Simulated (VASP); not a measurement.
# GaN (P6_3mc) in VASP: settings compared

Aim: see how the results for GaN move with the level of theory and the settings. Levels: r2SCAN, PBE. Tasks: single point, relaxation of cell and atoms.

Program: VASP 6.6.1. These are calculated values, not measurements. Logs are shortened: lines on timing, memory, paths and dates and some standing lists are left out, and cuts for length are marked.

**The experiment to reproduce.**

From “Studying electronic properties in GaN without electrical contacts using γ-γ vs e−-γ Perturbed Angular Correlations”, 2019, pmc:6823545, for a bulk crystal of GaN: band gap 3.503 ± 0.005 eV (direct).

How close the calculation comes is told below.

**1. The cell of the first run**

The structure is hexagonal, space group P6_3mc (No. 186). The conventional cell has a = 3.183 Å, b = 3.183 Å, c = 5.184 Å, α = 90.00°, β = 90.00°, γ = 120.00°. Within 2.6 Å of Ga (site symmetry 3m) lie 4 N at 1.95 Å. Within 2.6 Å of N (site symmetry 3m) lie 4 Ga at 1.95 Å.

**2. Single point, r2SCAN**

POSCAR

```
GaN
1.0
    3.1831500546      0.0000000000      0.0000000000
   -1.5915750273      2.7566888113      0.0000000000
    0.0000000000      0.0000000000      5.1836268250
Ga N
2 2
Direct
    0.3333333333      0.6666666667     -0.0008868441
    0.6666666667      0.3333333333      0.4991131559
    0.3333333333      0.6666666667      0.3758868441
    0.6666666667      0.3333333333      0.8758868441
```

INCAR.step1

```
  PREC = Accurate
  ENCUT = 910
  ISMEAR = -1
  SIGMA = 0.02
  LREAL = False
  LASPH = True
  NELM = 120
  NBANDS = 26
  GGA = PE
  ALGO = Normal
  EDIFF = 1E-5
  LWAVE = True
  LCHARG = False
  GGA_COMPAT = False
```

INCAR.step2

```
  PREC = Accurate
  ENCUT = 910
  EDIFF = 1E-6
  ISMEAR = -1
  SIGMA = 0.02
  LREAL = False
  LASPH = True
  NELM = 120
  ALGO = Normal
  ISIF = 2
  LWAVE = False
  LCHARG = True
  METAGGA = R2SCAN
  LMIXTAU = True
  LELF = True
  LVHAR = True
  NBANDS = 26
  ISTART = 1
  GGA_COMPAT = False
```

KPOINTS

```
Automatic mesh
0
Gamma
  12 12 4
```

Potentials or basis: VASP PAW PBE potentials, release 64 (Ga_d, N_h).

Command:

```bash
> cat potpaw_PBE.64/Ga_d/POTCAR potpaw_PBE.64/N_h/POTCAR > POTCAR
> cp INCAR.step1 INCAR
> mpirun -np 1 vasp_std > vasp.out
> cp INCAR.step2 INCAR
> mpirun -np 1 vasp_std > vasp.out
```

OUTCAR:

```text
PREC = Accurate
   ENCUT = 910
   EDIFF = 1E-6
   ISMEAR = -1
   LREAL = False
   LASPH = True
   NELM = 120
   ISIF = 2
   METAGGA = R2SCAN
   ISTART = 1

 ion  position               nearest neighbor table
   1  0.333  0.667  0.999-   4 1.95   4 1.95   4 1.95   3 1.95
   2  0.667  0.333  0.499-   3 1.95   3 1.95   3 1.95   4 1.95
   3  0.333  0.667  0.376-   2 1.95   2 1.95   2 1.95   1 1.95
   4  0.667  0.333  0.876-   1 1.95   1 1.95   1 1.95   2 1.95

  LATTYP: Found a hexagonal cell.
 ALAT       =     3.1831500546
 C/A-ratio  =     1.6284582053

  Lattice vectors:

 A1 = (   3.1831500546,   0.0000000000,   0.0000000000)
 A2 = (  -1.5915750273,   2.7566888113,   0.0000000000)
 A3 = (   0.0000000000,   0.0000000000,   5.1836268250)

Analysis of symmetry for initial positions (statically):
=====================================================================
 Subroutine PRICEL returns:
 Original cell was already a primitive cell.

 Routine SETGRP: Setting up the symmetry group for a
 hexagonal supercell.

 Subroutine GETGRP returns: Found 12 space group operations
 (whereof  6 operations were pure point group operations)
 out of a pool of 24 trial point group operations.

The static configuration has the point symmetry C_3v.
 The point group associated with its full space group is C_6v.

Analysis of symmetry for dynamics (positions and initial velocities):
=====================================================================
 Subroutine PRICEL returns:
 Original cell was already a primitive cell.

 Routine SETGRP: Setting up the symmetry group for a
 hexagonal supercell.

 Subroutine GETGRP returns: Found 12 space group operations
 (whereof  6 operations were pure point group operations)
 out of a pool of 24 trial point group operations.

The dynamic configuration has the point symmetry C_3v.
 The point group associated with its full space group is C_6v.

 Subroutine INISYM returns: Found 12 space group operations
 (whereof  6 operations are pure point group operations),
 and found     1 'primitive' translations

----------------------------------------------------------------------------------------

                                     Primitive cell

  volume of cell :      45.4861

  direct lattice vectors                    reciprocal lattice vectors
     3.183150055  0.000000000  0.000000000     0.314154213  0.181377019  0.000000000
    -1.591575027  2.756688811  0.000000000     0.000000000  0.362754039  0.000000000
     0.000000000  0.000000000  5.183626825     0.000000000  0.000000000  0.192915122

  length of vectors
     3.183150055  3.183150055  5.183626825     0.362754039  0.362754039  0.192915122

  position of ions in fractional coordinates (direct lattice)
     0.333333333  0.666666667  0.999113156
     0.666666667  0.333333333  0.499113156
     0.333333333  0.666666667  0.375886844
     0.666666667  0.333333333  0.875886844

  ion indices of the primitive-cell ions
   primitive index   ion index
                 1           1
                 2           2
                 3           3
                 4           4

----------------------------------------------------------------------------------------

 KPOINTS: Automatic mesh

Automatic generation of k-mesh.
 Grid dimensions read from file:
 generate k-points for:   12   12    4

 Generating k-lattice:

  Cartesian coordinates                     Fractional coordinates (reciprocal lattice)
     0.026179518  0.015114752  0.000000000     0.083333333  0.000000000  0.000000000
     0.000000000  0.030229503  0.000000000     0.000000000  0.083333333  0.000000000
     0.000000000  0.000000000  0.048228780     0.000000000  0.000000000  0.250000000

  Length of vectors
     0.030229503  0.030229503  0.048228780

  Shift w.r.t. Gamma in fractional coordinates (k-lattice)
     0.000000000  0.000000000  0.000000000

 Subroutine IBZKPT returns following result:
 ===========================================

 Found     57 irreducible k-points:

 Following reciprocal coordinates:
            Coordinates               Weight
  0.000000  0.000000  0.000000      1.000000
  0.083333  0.000000  0.000000      6.000000
  0.166667 -0.000000  0.000000      6.000000
  0.250000 -0.000000  0.000000      6.000000
  0.333333  0.000000  0.000000      6.000000
  0.416667  0.000000  0.000000      6.000000
[... 16 lines left out ...]
  0.250000 -0.000000  0.250000     12.000000
  0.333333  0.000000  0.250000     12.000000
 [... further k-points ...]
   k-points           NKPTS =     57   k-points in BZ     NKDIM =     57   number of bands    NBANDS=     26
   number of dos      NEDOS =    301   number of ions     NIONS =      4
   total plane-waves  NPLWV =  55296
   dimension x,y,z NGX =    32 NGY =   32 NGZ =   54
   dimension x,y,z NGXF=    64 NGYF=   64 NGZF=  108
   ions per type =               2   2
   NGX,Y,Z   is equivalent  to a cutoff of  16.71, 16.71, 17.32 a.u.
   NGXF,Y,Z  is equivalent  to a cutoff of  33.43, 33.43, 34.64 a.u.
 SYSTEM =  unknown system
   PREC   = accura    normal or accurate (medium, high low for compatibility)
   ISTART =      1    job   : 0-new  1-cont  2-samecut
   ICHARG =      0    charge: 1-file 2-atom 10-const
   ISPIN  =      1    spin polarized calculation?
   LNONCOLLINEAR =      F non collinear calculations
   LSORBIT =      F    spin-orbit coupling
   LASPH  =      T    aspherical Exc in radial PAW
   ENCUT  =  910.0 eV  66.88 Ry    8.18 a.u.   7.83  7.83 12.75*2*pi/ulx,y,z
   NELM   =    120;   NELMIN=  2; NELMDL=  0     # of ELM steps
   EDIFF  = 0.1E-05   stopping-criterion for ELM
   LREAL  =      F    real-space projection
   EDIFFG = 0.1E-04   stopping-criterion for IOM
   NSW    =      0    number of steps for IOM
   IBRION =     -1    ionic relax: 0-MD 1-quasi-New 2-CG
   NFREE  =      0    steps in history (QN), initial steepest desc. (CG)
   ISIF   =      2    stress and relaxation
   ISYM   =      2    0-nonsym 1-usesym 2-fastsym
   POTIM  = 0.5000    time-step for ionic-motion
   TEBEG  =    0.0;   TEEND  =   0.0 temperature during run
   PSTRESS=    0.0 pullay stress
   NELECT =      36.0000    total number of electrons
   NUPDOWN=      -1.0000    fix difference up-down
   EMIN   =  10.00;   EMAX   =-10.00  energy-range for DOS
   EFERMI =   0.00;   METHOD = LEGACY
   ISMEAR =    -1;   SIGMA  =   0.02  broadening in eV -4-tet -1-fermi 0-gaus
   EFERMI_NEDOS =   21; number of points for ismear=-14 and -15
   IALGO  =     38    algorithm
   IMIX   =      4    mixing-type and parameters
     AMIX     =   0.40;   BMIX     =  1.00
     AMIX_MAG =   1.60;   BMIX_MAG =  1.00
  volume/ion in A,a.u.               =      11.37        76.74
  Fermi-wavevector in a.u.,A,eV,Ry     =   1.514315  2.861640 31.200186  2.293149
  Thomas-Fermi vector in A             =   2.623989
   LORBIT       =      0    0 simple, 1 ext, 2 COOP (PROOUT), +10 PAW based schemes
   METAGGA = R2SCAN    functional components
   LHFCALC =     F    Hartree Fock is set to
   AEXX    =    0.0000 exact exchange contribution
   IVDW    =     0    specifies the selected vdW correction
   LEPSILON=     F    determine dielectric tensor
   LRPA    =     F    only Hartree local field effects (RPA)
 non-spin polarized calculation
  energy-cutoff  :      910.00
  volume of cell :       45.49
 maximum number of plane-waves:      2864
 NGX is ok and might be reduce to    32
   NGX = 15   NGY = 15   NGZ = 25

 number of electron      36.0000001 magnetization

 Free energy of the ion-electron system (eV)
  ---------------------------------------------------
  ext. energy  EPLUGINS =         0.00000000
  ---------------------------------------------------
  free energy    TOTEN  =       -43.81951789 eV

  energy without entropy =      -43.81951789  energy(sigma->0) =      -43.81951789

 E-fermi :   5.7677     XC(G=0): -12.6562

 val. band max:        5.3989182066   @ k =   0.0000   0.0000   0.0000
 cond. band min:       7.7399882483   @ k =   0.0000   0.0000   0.0000
 fundamental gap:      2.3410700417
 Fermi energy:         5.7676827693

 k-point     1 :       0.0000    0.0000    0.0000
  band No.  band energies     occupation
      1     -11.4161      2.00000
      2     -10.4097      2.00000
      3      -8.4300      2.00000
      4      -8.4142      2.00000
      5      -8.4142      2.00000
      6      -8.3457      2.00000
[... 18 lines left out ...]
     25      17.8881      0.00000
     26      17.8881      0.00000

 k-point     2 :       0.0833    0.0000    0.0000
  band No.  band energies     occupation
      1     -11.3468      2.00000
      2     -10.3893      2.00000
      3      -8.4235      2.00000
      4      -8.4036      2.00000
      5      -8.3907      2.00000
      6      -8.3372      2.00000
[... 18 lines left out ...]
     25      17.5294      0.00000
     26      18.0539      0.00000

 k-point     3 :       0.1667   -0.0000    0.0000
  band No.  band energies     occupation
      1     -11.1562      2.00000
      2     -10.3381      2.00000
      3      -8.3983      2.00000
      4      -8.3774      2.00000
      5      -8.3292      2.00000
      6      -8.2982      2.00000
[... 18 lines left out ...]
     25      17.5582      0.00000
     26      18.4384      0.00000

 k-point     4 :       0.2500   -0.0000    0.0000
  band No.  band energies     occupation
      1     -10.8975      2.00000
      2     -10.2793      2.00000
      3      -8.3706      2.00000
      4      -8.3501      2.00000
      5      -8.2774      2.00000
      6      -8.2390      2.00000
[... 18 lines left out ...]
     25      17.5853      0.00000
     26      18.9640      0.00000
[... 496 lines left out ...]
      1     -11.0012      2.00000
      2     -10.4110      2.00000
      3      -8.3867      2.00000
      4      -8.3683      2.00000
      5      -8.3329      2.00000
      6      -8.3080      2.00000
[... 18 lines left out ...]
     25      17.0310      0.00000
     26      17.9838      0.00000

 k-point    23 :       0.2500   -0.0000    0.2500
  band No.  band energies     occupation
      1     -10.7708      2.00000
      2     -10.3280      2.00000
      3      -8.3668      2.00000
      4      -8.3350      2.00000
      5      -8.3010      2.00000
      6      -8.2562      2.00000
[... 18 lines left out ...]
     25      17.1060      0.00000
     26      18.5889      0.00000

 k-point    24 :       0.3333    0.0000    0.2500
  band No.  band energies     occupation
      1     -10.5571      2.00000
      2     -10.2615      2.00000
      3      -8.3588      2.00000
      4      -8.3118      2.00000
      5      -8.2764      2.00000
      6      -8.2069      2.00000
[... 18 lines left out ...]
     25      17.1695      0.00000
     26      19.2294      0.00000

 [... further k-points ...]
[... 5 lines left out ...]
  --------------------------------------------------------------------------------------
  -------------------------------------------------------------------------------------
  Total        0.2814130      0.2814130      0.2591439      0.0000000      0.0000000      0.0000000
  in kB        9.9123386      9.9123386      9.1279432      0.0000000      0.0000000      0.0000000
  external PRESSURE =       9.6508735 kB  Pullay stress =       0.0000000 kB

 VOLUME and BASIS-vectors are now :
 -----------------------------------------------------------------------------
  energy-cutoff  :      910.00
  volume of cell :       45.49
      direct lattice vectors                 reciprocal lattice vectors
     3.183150055  0.000000000  0.000000000     0.314154213  0.181377019  0.000000000
    -1.591575027  2.756688811  0.000000000     0.000000000  0.362754039  0.000000000
     0.000000000  0.000000000  5.183626825     0.000000000  0.000000000  0.192915122

 POSITION                                       TOTAL-FORCE (eV/Angst)
 -----------------------------------------------------------------------------------
     -0.00000      1.83779      5.17903        -0.000000      0.000000     -0.000064
      1.59158      0.91890      2.58722         0.000000     -0.000000     -0.000064
     -0.00000      1.83779      1.94846         0.000000      0.000000      0.000064
      1.59158      0.91890      4.54027        -0.000000     -0.000000      0.000064
 -----------------------------------------------------------------------------------
    total drift:                               -0.000000      0.000000     -0.002109

  FREE ENERGIE OF THE ION-ELECTRON SYSTEM (eV)
  ---------------------------------------------------
  free  energy   TOTEN  =       -43.8195178861 eV

  energy  without entropy=      -43.8195178861  energy(sigma->0) =      -43.81951789
```

It took 5.4 min on 1 thread of Intel Xeon Platinum 8488C (Sapphire Rapids), shared host; peak memory 0.32 GiB.

Results:

```
Free energy            : -43.8195 eV
Pressure               : 1.0 GPa
Band gap on the k mesh : 2.34 eV
```

Caveat: the cutoff is under 1.25 times the usual one of these potentials, so pressure, stress and relaxed cells hold a basis-set (Pulay) error; the PAW data sets were made with another functional, which shifts forces and pressure a little.

**3. Single point, r2SCAN**

POSCAR is that of step 2.

INCAR.step1

```
PREC = Accurate ; ENCUT = 520
ISMEAR = 0 ; SIGMA = 0.01
LREAL = False ; LASPH = True
NELM = 80 ; NBANDS = 26
GGA = PE ; ALGO = Normal
EDIFF = 1E-4 ; LWAVE = True
LCHARG = False
```

INCAR.step2

```
PREC = Accurate ; ENCUT = 520
EDIFF = 1E-7 ; ISMEAR = 0
SIGMA = 0.01 ; LREAL = False
LASPH = True ; NELM = 80
ALGO = Normal ; ISIF = 2
LWAVE = False ; LCHARG = False
METAGGA = R2SCAN ; LMIXTAU = True
NBANDS = 26 ; ISTART = 1
```

KPOINTS

```
regular mesh
0
Gamma
  12 12 6
```

Potentials or basis: VASP PAW PBE potentials, release 64 (Ga_d, N).

Command:

```bash
> cat potpaw_PBE.64/Ga_d/POTCAR potpaw_PBE.64/N/POTCAR > POTCAR
> cp INCAR.step1 INCAR
> mpirun -np 1 vasp_std > vasp.out
> cp INCAR.step2 INCAR
> mpirun -np 1 vasp_std > vasp.out
```

Run time: 2.9 min. Hardware: 1 thread of AMD EPYC 9R45 (Zen 5), shared host; peak memory 0.19 GiB.

It converged, with:

```yaml
Free_energy: -43.8209 eV
Pressure: 1.1 GPa
Largest_force: 0.005 eV/Å
Band_gap_on_the_k_mesh: 2.34 eV
```

Forces in eV/Å, atoms in the order of the input:
```
Ga   0.000  0.000  0.005
Ga   0.000  0.000  0.005
N    0.000  0.000 -0.005
N    0.000  0.000 -0.005
```

Stress tensor (GPa, compression positive):
```
1.13 0.00 0.00
0.00 1.13 0.00
0.00 0.00 1.01
```

Levels at points of the mesh, in eV from the valence-band top:
```csv
k point,band 14,band 15,band 16,band 17,band 18,band 19,band 20,band 21,band 22,band 23
"(0.00, 0.00, 0.00)",-1.07,-1.07,-0.04,0.00,0.00,2.34,4.81,9.96,10.59,10.59
"(0.50, 0.00, 0.00)",-5.39,-4.30,-2.84,-2.24,-1.03,5.58,6.12,6.55,9.35,11.06
"(0.00, 0.00, 0.50)",-3.93,-0.55,-0.55,-0.55,-0.55,4.77,4.77,9.18,9.18,11.11
"(0.50, 0.00, 0.50)",-6.72,-2.01,-2.01,-1.95,-1.95,4.89,4.89,8.42,8.42,10.76
```

Caveat: the PAW data sets were made with another functional, which shifts forces and pressure a little. r2SCAN opens gaps a little over a GGA but as a rule still falls short of measured ones.

**4. Relaxation of cell and atoms, PBE**

This run uses another cell than the first one, of 11.31 Å³/atom.

INCAR

```
SYSTEM = GaN
  PREC = Accurate
  ENCUT = 600
  EDIFF = 1E-7
  ISMEAR = -1
  SIGMA = 0.02
  LREAL = .FALSE.
  LASPH = .TRUE.
  NELM = 100
  ALGO = Normal
  ISIF = 3
  LWAVE = .FALSE.
  LCHARG = .FALSE.
  GGA = PE
  IBRION = 2
  NSW = 80
  EDIFFG = -0.005
```

KPOINTS

```
Automatic mesh
0
G
  12 12 4
  0 0 0
```

POSCAR

```
GaN
1.0
    3.1800000000      0.0000000000      0.0000000000
   -1.5900000000      2.7539607840      0.0000000000
    0.0000000000      0.0000000000      5.1660000000
Ga N
2 2
Direct
    0.3333333333      0.6666666667      0.0000000000
    0.6666666667      0.3333333333      0.5000000000
    0.3333333333      0.6666666667      0.3750000000
    0.6666666667      0.3333333333      0.8750000000
```

Command:

```bash
> cat potpaw_PBE.64/Ga_d/POTCAR potpaw_PBE.64/N/POTCAR > POTCAR
> mpirun -np 1 vasp_std > vasp.out
```

Run time: 3.3 min. Hardware: 1 thread of AMD EPYC 9R45 (Zen 5), shared host; peak memory 0.19 GiB.

Results (log left out):

* Free energy: -24.3282 eV
* Relaxed volume: 11.76 Å³/atom
* Relaxed cell: a = 3.218 Å, b = 3.218 Å, c = 5.243 Å, α = 90.00°, β = 90.00°, γ = 120.00°
* Space group after relaxing (to 0.1 Å): P6_3mc (No. 186)
* Energy gained by relaxing: 10.1 meV/atom
* Ionic steps: 8
* Pressure after relaxing: 0.0 GPa
* Band gap on the k mesh: 1.72 eV

Step by step:
| step | energy change (eV) | largest force (eV/Å) | pressure (GPa) | volume (Å³) |
| --- | --- | --- | --- | --- |
| 1 | 0.0000 | 0.1344 | 7.18 | 45.24 |
| 2 | -0.0117 | 0.0621 | -5.19 | 48.64 |
| 3 | -0.0402 | 0.0110 | -0.01 | 47.03 |
| 4 | -0.0402 | 0.0129 | 0.13 | 46.99 |
| 5 | -0.0402 | 0.0076 | 0.12 | 46.99 |
| 6 | -0.0402 | 0.0035 | 0.12 | 46.99 |
| 7 | -0.0402 | 0.0011 | -0.08 | 47.04 |
| 8 | -0.0402 | 0.0008 | 0.01 | 47.03 |

Final structure:
```
Ga N
1.0
     3.21808    0.00000    0.00000
    -1.60904    2.78694    0.00000
     0.00000    0.00000    5.24338
Ga N
2 2
Direct
  0.33333 0.66667 0.99916
  0.66667 0.33333 0.49916
  0.33333 0.66667 0.37584
  0.66667 0.33333 0.87584
```

Levels at points of the mesh, in eV from the valence-band top:
```csv
k point,band 15,band 16,band 17,band 18,band 19,band 20,band 21,band 22
"(0.00, 0.00, 0.00)",-1.00,-0.04,0.00,0.00,1.72,4.07,9.02,9.73
"(0.50, 0.00, 0.00)",-4.07,-2.64,-2.12,-0.96,4.98,5.37,5.98,8.35
"(0.00, 0.00, 0.50)",-0.51,-0.51,-0.51,-0.51,4.06,4.06,8.31,8.31
"(0.50, 0.00, 0.50)",-1.87,-1.87,-1.83,-1.83,4.31,4.31,7.58,7.58
```

PBE gaps usually lie below the measured ones, often by a third to a half. Zero-point motion and thermal expansion aren't in these numbers.

**5. Overview**

| task | level | potentials or basis | cell | k mesh | cutoff (eV) | smearing | gap on the mesh (eV) | pressure (GPa) |
| --- | --- | --- | --- | --- | --- | --- | --- | --- |
| single point | r2SCAN | VASP PAW PBE potentials, release 64 (Ga_d, N_h) | a = 3.183, b = 3.183, c = 5.184 Å, angles 90.0, 90.0, 120.0°, 4 atoms | 12 × 12 × 4 | 910 | fermi-dirac 0.02 eV | 2.34 | 1.0 |
| single point | r2SCAN | VASP PAW PBE potentials, release 64 (Ga_d, N) | a = 3.183, b = 3.183, c = 5.184 Å, angles 90.0, 90.0, 120.0°, 4 atoms | 12 × 12 × 6 | 520 | gaussian 0.01 eV | 2.34 | 1.1 |
| relaxation of cell and atoms | PBE | VASP PAW PBE potentials, release 64 (Ga_d, N) | relaxed from a = 3.180, b = 3.180, c = 5.166 Å, angles 90.0, 90.0, 120.0°, 4 atoms | 12 × 12 × 4 | 600 | fermi-dirac 0.02 eV | 1.72 | 0.0 |

Alike in all rows: no spin polarisation.

Caveats: the PAW data sets were made with another functional, which shifts forces and pressure a little (at least some runs); the cutoff is under 1.25 times the usual one of these potentials, so pressure, stress and relaxed cells hold a basis-set (Pulay) error (at least some runs).

Absolute energies hang on the potentials; compare differences alone.

**6. Comparison with measurements**

Step 2. Measured gap of GaN: 3.503 eV (direct; quoted in “Studying electronic properties in GaN without electrical contacts using γ-γ vs e−-γ Perturbed Angular Correlations”, 2019, pmc:6823545). This calculation gives 2.34 eV (-1.16 eV). Spin-orbit coupling on Ga is left out. The value is that of r2SCAN, without temperature or zero-point motion.
